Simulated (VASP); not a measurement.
# InSb (F-43m) in VASP: notebook

Runs on InSb. Level: PBEsol. Tasks: single point, relaxation of cell and atoms.

Program: VASP 6.6.1. These are calculated values, not measurements. Logs are shortened: lines on timing, memory, paths and dates and some standing lists are left out, and cuts for length are marked.

## (1) The cell of the first run

It takes space group F-43m (No. 216, cubic). The conventional cell has a = 6.519 Å, b = 6.519 Å, c = 6.519 Å, α = 90.00°, β = 90.00°, γ = 90.00°. In (site symmetry -43m) has 4 Sb at 2.82 Å within 3.7 Å. Within 3.7 Å of Sb (site symmetry -43m) lie 4 In at 2.82 Å.

## (2) Single point, PBEsol

Input file INCAR:

```
SYSTEM = InSb
PREC = Accurate
ENCUT = 520
EDIFF = 1E-7
ISMEAR = 0
SIGMA = 0.1
LREAL = .FALSE.
LASPH = .TRUE.
NELM = 60
ALGO = Normal
ISIF = 2
LWAVE = .FALSE.
LCHARG = .FALSE.
GGA = PS
NBANDS = 16
```

Input file KPOINTS:

```
Automatic mesh
0
G
  12 12 12
  0 0 0
```

Input file POSCAR:

```
InSb
1.0
    0.0000000000      3.2594741863      3.2594741863
    3.2594741863      0.0000000000      3.2594741863
    3.2594741863      3.2594741863      0.0000000000
In Sb
1 1
Direct
    0.0000000000      0.0000000000      0.0000000000
    0.2500000000      0.2500000000      0.2500000000
```

Potentials or basis: VASP PAW PBE potentials, release 64 (In_d, Sb).

Started as:

```console
$ cat potpaw_PBE.64/In_d/POTCAR potpaw_PBE.64/Sb/POTCAR > POTCAR
$ mpirun -np 1 vasp_std > vasp.out
```

OUTCAR:

```text
SYSTEM = InSb
   PREC = Accurate
   ENCUT = 520
   EDIFF = 1E-7
   ISMEAR = 0
   LREAL = .FALSE.
   LASPH = .TRUE.
   NELM = 60
   ISIF = 2
   GGA = PS

 ion  position               nearest neighbor table
   1  0.000  0.000  0.000-   2 2.82   2 2.82   2 2.82   2 2.82
   2  0.250  0.250  0.250-   1 2.82   1 2.82   1 2.82   1 2.82

  LATTYP: Found a face centered cubic cell.
 ALAT       =     6.5189483726

  Lattice vectors:

 A1 = (   0.0000000000,   3.2594741863,   3.2594741863)
 A2 = (   3.2594741863,   0.0000000000,   3.2594741863)
 A3 = (   3.2594741863,   3.2594741863,   0.0000000000)

Analysis of symmetry for initial positions (statically):
=====================================================================
 Subroutine PRICEL returns:
 Original cell was already a primitive cell.

 Routine SETGRP: Setting up the symmetry group for a
 face centered cubic supercell.

 Subroutine GETGRP returns: Found 24 space group operations
 (whereof 24 operations were pure point group operations)
 out of a pool of 48 trial point group operations.

The static configuration has the point symmetry T_d .

Analysis of symmetry for dynamics (positions and initial velocities):
=====================================================================
 Subroutine PRICEL returns:
 Original cell was already a primitive cell.

 Routine SETGRP: Setting up the symmetry group for a
 face centered cubic supercell.

 Subroutine GETGRP returns: Found 24 space group operations
 (whereof 24 operations were pure point group operations)
 out of a pool of 48 trial point group operations.

The dynamic configuration has the point symmetry T_d .

 Subroutine INISYM returns: Found 24 space group operations
 (whereof 24 operations are pure point group operations),
 and found     1 'primitive' translations

----------------------------------------------------------------------------------------

                                     Primitive cell

  volume of cell :      69.2584

  direct lattice vectors                    reciprocal lattice vectors
     0.000000000  3.259474186  3.259474186    -0.153398975  0.153398975  0.153398975
     3.259474186  0.000000000  3.259474186     0.153398975 -0.153398975  0.153398975
     3.259474186  3.259474186  0.000000000     0.153398975  0.153398975 -0.153398975

  length of vectors
     4.609592600  4.609592600  4.609592600     0.265694819  0.265694819  0.265694819

  position of ions in fractional coordinates (direct lattice)
[... 79 lines left out ...]
   EDIFF  = 0.1E-06   stopping-criterion for ELM
   LREAL  =      F    real-space projection
   EDIFFG = 0.1E-05   stopping-criterion for IOM
   NSW    =      0    number of steps for IOM
   IBRION =     -1    ionic relax: 0-MD 1-quasi-New 2-CG
   NFREE  =      0    steps in history (QN), initial steepest desc. (CG)
   ISIF   =      2    stress and relaxation
   ISYM   =      2    0-nonsym 1-usesym 2-fastsym
   POTIM  = 0.5000    time-step for ionic-motion
   TEBEG  =    0.0;   TEEND  =   0.0 temperature during run
   PSTRESS=    0.0 pullay stress
   NELECT =      18.0000    total number of electrons
   NUPDOWN=      -1.0000    fix difference up-down
   EMIN   =  10.00;   EMAX   =-10.00  energy-range for DOS
   EFERMI =   0.00;   METHOD = LEGACY
   ISMEAR =     0;   SIGMA  =   0.10  broadening in eV -4-tet -1-fermi 0-gaus
   EFERMI_NEDOS =   21; number of points for ismear=-14 and -15
   IALGO  =     38    algorithm
   IMIX   =      4    mixing-type and parameters
     AMIX     =   0.40;   BMIX     =  1.00
     AMIX_MAG =   1.60;   BMIX_MAG =  1.00
  volume/ion in A,a.u.               =      34.63       233.69
  Fermi-wavevector in a.u.,A,eV,Ry     =   1.044740  1.974272 14.850503  1.091481
  Thomas-Fermi vector in A             =   2.179505
   LORBIT       =      0    0 simple, 1 ext, 2 COOP (PROOUT), +10 PAW based schemes
   GGA     = PS    functional components
   LHFCALC =     F    Hartree Fock is set to
   AEXX    =    0.0000 exact exchange contribution
   IVDW    =     0    specifies the selected vdW correction
   LEPSILON=     F    determine dielectric tensor
   LRPA    =     F    only Hartree local field effects (RPA)
 non-spin polarized calculation
 Gauss-broadening in eV      SIGMA  =   0.10
  energy-cutoff  :      520.00
  volume of cell :       69.26
 maximum number of plane-waves:      1892
 NGX is ok and might be reduce to    36
   NGX = 17   NGY = 17   NGZ = 17

 number of electron      17.9999994 magnetization

 Free energy of the ion-electron system (eV)
  ---------------------------------------------------
  ext. energy  EPLUGINS =         0.00000000
  ---------------------------------------------------
  free energy    TOTEN  =        -7.70077135 eV

  energy without entropy =       -7.70062414  energy(sigma->0) =       -7.70069775

 E-fermi :   4.8252     XC(G=0):  -8.7907

 val. band max:        4.7690104645   @ k =   0.0000   0.0000   0.0000
 cond. band min:       5.2091132061   @ k =   0.5000   0.0000   0.0000
 fundamental gap:      0.4401027416
 Fermi energy:         4.8251969810

 k-point     1 :       0.0000    0.0000    0.0000
  band No.  band energies     occupation
      1      -9.7323      2.00000
      2      -9.7323      2.00000
      3      -9.7323      2.00000
      4      -9.6508      2.00000
      5      -9.6508      2.00000
      6      -5.8641      2.00000
[... 433 lines left out ...]
      3      -9.7088      2.00000
      4      -9.6523      2.00000
      5      -9.6498      2.00000
      6      -4.3857      2.00000
[... 8 lines left out ...]
     15      12.9445      0.00000
     16      13.2038      0.00000

 [... further k-points ...]

------------------------ aborting loop because EDIFF is reached ----------------------------------------

  FORCE on cell =-STRESS in cart. coord.  units (eV):
  Direction    XX          YY          ZZ          XY          YZ          ZX
  --------------------------------------------------------------------------------------
  -------------------------------------------------------------------------------------
  Total        0.0054150      0.0054150      0.0054150      0.0000000      0.0000000     -0.0000000
  in kB        0.1252662      0.1252662      0.1252662      0.0000000      0.0000000     -0.0000000
  external PRESSURE =       0.1252662 kB  Pullay stress =       0.0000000 kB

 VOLUME and BASIS-vectors are now :
 -----------------------------------------------------------------------------
  energy-cutoff  :      520.00
  volume of cell :       69.26
      direct lattice vectors                 reciprocal lattice vectors
     0.000000000  3.259474186  3.259474186    -0.153398975  0.153398975  0.153398975
     3.259474186  0.000000000  3.259474186     0.153398975 -0.153398975  0.153398975
     3.259474186  3.259474186  0.000000000     0.153398975  0.153398975 -0.153398975

 POSITION                                       TOTAL-FORCE (eV/Angst)
 -----------------------------------------------------------------------------------
      0.00000      0.00000      0.00000        -0.000000     -0.000000     -0.000000
      1.62974      1.62974      1.62974         0.000000      0.000000      0.000000
 -----------------------------------------------------------------------------------
    total drift:                               -0.000000     -0.000000     -0.000000

  FREE ENERGIE OF THE ION-ELECTRON SYSTEM (eV)
  ---------------------------------------------------
  free  energy   TOTEN  =        -7.7007713529 eV

  energy  without entropy=       -7.7006241379  energy(sigma->0) =       -7.70069775
```

stdout:

```text
POSCAR found type information on POSCAR InSb
 POSCAR found :  2 types and       2 ions
 scaLAPACK will be used
 -----------------------------------------------------------------------------
|                                                                             |
|                                                                             |
|     You enforced a specific xc type in the INCAR file but a different       |
|     I HOPE YOU KNOW WHAT YOU ARE DOING!                                     |
|                                                                             |
 -----------------------------------------------------------------------------

 LDA part: xc-table for (Slater+PW92), standard interpolation
 POSCAR, INCAR and KPOINTS ok, starting setup
 FFT: planning ... GRIDC
 FFT: planning ... GRID_SOFT
 FFT: planning ... GRID
 WAVECAR not read
 entering main loop
```

It took 44 s on 1 thread of Intel Xeon 6975P-C (Granite Rapids), shared host; peak memory 0.25 GiB.

What came out:

```
Free energy            : -7.7008 eV
Pressure               : 0.0 GPa
Band gap on the k mesh : zero (filled and empty bands touch)
```

Caveat: the PAW data sets were made with another functional, which shifts forces and pressure a little; spin-orbit coupling is left out, which moves the levels of the heavy elements.

## (3) Relaxation of cell and atoms, PBEsol

This run uses another cell than the first one, of 36.51 Å³/atom, 1.054 times its volume.

Input file INCAR:

```
SYSTEM = InSb
ALGO = Normal
EDIFF = 1E-7
EDIFFG = -0.005
ENCUT = 600
GGA = PS
IBRION = 2
ISIF = 3
ISMEAR = 0
LASPH = .TRUE.
LCHARG = .FALSE.
LREAL = .FALSE.
LWAVE = .FALSE.
NELM = 80
NSW = 70
PREC = Accurate
SIGMA = 0.1
```

Input file KPOINTS:

```
k-points
0
G
  12 12 12
  0 0 0
```

Input file POSCAR:

```
InSb
1.0
    0.0000000000      3.3174249888      3.3174249888
    3.3174249888      0.0000000000      3.3174249888
    3.3174249888      3.3174249888      0.0000000000
In Sb
1 1
Direct
    0.0000000000      0.0000000000      0.0000000000
    0.2500000000      0.2500000000      0.2500000000
```

Potentials or basis: VASP PAW PBE potentials, release 64 (In_d, Sb).

Started as:

```console
$ cat potpaw_PBE.64/In_d/POTCAR potpaw_PBE.64/Sb/POTCAR > POTCAR
$ mpirun -np 1 vasp_std > vasp.out
```

OUTCAR:

```text
SYSTEM = InSb
   EDIFF = 1E-7
   EDIFFG = -0.005
   ENCUT = 600
   GGA = PS
   IBRION = 2
   ISIF = 3
   ISMEAR = 0
   LASPH = .TRUE.
   LREAL = .FALSE.
   NELM = 80
   NSW = 70
   PREC = Accurate

 ion  position               nearest neighbor table
   1  0.000  0.000  0.000-   2 2.87   2 2.87   2 2.87   2 2.87
   2  0.250  0.250  0.250-   1 2.87   1 2.87   1 2.87   1 2.87

  LATTYP: Found a face centered cubic cell.
 ALAT       =     6.6348499776

  Lattice vectors:

 A1 = (   0.0000000000,   3.3174249888,   3.3174249888)
 A2 = (   3.3174249888,   0.0000000000,   3.3174249888)
 A3 = (   3.3174249888,   3.3174249888,   0.0000000000)

Analysis of symmetry for initial positions (statically):
=====================================================================
 Subroutine PRICEL returns:
 Original cell was already a primitive cell.

 Routine SETGRP: Setting up the symmetry group for a
 face centered cubic supercell.

[... 188 lines left out ...]
     10       4.2389      1.61159
     11       7.1753      0.00000
     12       7.1753      0.00000
     13       7.1753      0.00000
[... 439 lines left out ...]
--------------------------------------- Ionic step        3  -------------------------------------------

 number of electron      17.9999999 magnetization

 Free energy of the ion-electron system (eV)
  ---------------------------------------------------
  ext. energy  EPLUGINS =         0.00000000
  ---------------------------------------------------
  free energy    TOTEN  =        -7.70125628 eV

  energy without entropy =       -7.70110895  energy(sigma->0) =       -7.70118262

 E-fermi :   4.8162     XC(G=0):  -8.7871

 val. band max:        4.7599305833   @ k =   0.0000   0.0000   0.0000
 cond. band min:       5.1986374083   @ k =   0.5000   0.0000   0.0000
 fundamental gap:      0.4387068251
 Fermi energy:         4.8161978777

 k-point     1 :       0.0000    0.0000    0.0000
  band No.  band energies     occupation
      1      -9.7395      2.00000
      2      -9.7395      2.00000
      3      -9.7395      2.00000
      4      -9.6582      2.00000
      5      -9.6582      2.00000
      6      -5.8678      2.00000
      7       4.3899      2.00000
      8       4.7599      1.57382
      9       4.7599      1.57382
     10       4.7599      1.57382
     11       7.6937      0.00000
     12       7.6937      0.00000
     13       7.6937      0.00000
[... 397 lines left out ...]
  FREE ENERGIE OF THE ION-ELECTRON SYSTEM (eV)
  ---------------------------------------------------
  free  energy   TOTEN  =        -7.7012562829 eV

  energy  without entropy=       -7.7011089519  energy(sigma->0) =       -7.70118262

 reached required accuracy - stopping structural energy minimisation
```

Run time: 2.4 min. Hardware: 1 thread of Intel Xeon 6975P-C (Granite Rapids), shared host; peak memory 0.31 GiB.

Results:

```
Free energy                            : -7.7013 eV
Relaxed volume                         : 34.66 Å³/atom
Relaxed cell                           : a = 4.611 Å, b = 4.611 Å, c = 4.611 Å, α = 60.00°, β = 60.00°, γ = 60.00°
Space group after relaxing (to 0.05 Å) : F-43m (No. 216)
Energy gained by relaxing              : 11.9 meV/atom
Ionic steps                            : 3
Pressure after relaxing                : 0.0 GPa
Band gap on the k mesh                 : zero (filled and empty bands touch)
```

Step by step:
| step | energy change (eV) | largest force (eV/Å) | pressure (GPa) | volume (Å³) |
| --- | --- | --- | --- | --- |
| 1 | 0.0000 | 0.0000 | -1.96 | 73.02 |
| 2 | -0.0221 | 0.0000 | 0.60 | 68.39 |
| 3 | -0.0238 | 0.0000 | 0.00 | 69.32 |

Final structure:
```xyz
2
Lattice="0.0000 3.2604 3.2604 3.2604 0.0000 3.2604 3.2604 3.2604 0.0000" Properties=species:S:1:pos:R:3 pbc="T T T"
In    0.0000    0.0000    0.0000
Sb    1.6302    1.6302    1.6302
```

Caveat: the PAW data sets were made with another functional, which shifts forces and pressure a little; spin-orbit coupling is left out, which moves the levels of the heavy elements.
